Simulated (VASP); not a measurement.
A run of VASP 6.6.1 is set up as follows.

INCAR

```
SYSTEM = ZrS
ALGO = Normal
EDIFF = 1E-6
ENCUT = 520
GGA = PS
ISIF = 2
ISMEAR = 0
IVDW = 12
LASPH = .TRUE.
LCHARG = .FALSE.
LREAL = .FALSE.
LWAVE = .FALSE.
NBANDS = 16
NELM = 100
PREC = Accurate
SIGMA = 0.05
```

Contents of KPOINTS:

```
k-points
0
G
  8 8 8
  0 0 0
```

The input POSCAR:

```
ZrS
1.0
    0.0000000000      2.5543505764      2.5543505764
    2.5543505764      0.0000000000      2.5543505764
    2.5543505764      2.5543505764      0.0000000000
Zr S
1 1
Direct
    0.5000000000      0.5000000000      0.5000000000
    0.0000000000      0.0000000000      0.0000000000
```

Potentials or basis: VASP PAW PBE potentials, release 64 (Zr_sv, S).

Run with:

```bash
$ cat potpaw_PBE.64/Zr_sv/POTCAR potpaw_PBE.64/S/POTCAR > POTCAR
$ mpirun -np 1 vasp_std > vasp.out
```

(1) Estimate the dispersion energy per atom.

(2) Predict the pressure.

Results:

(1) -0.520 eV.

(2) 0.3 GPa.

Caveat: the PAW data sets were made with another functional, which shifts forces and pressure a little; pairwise dispersion overbinds metals, which lowers pressure and volume.
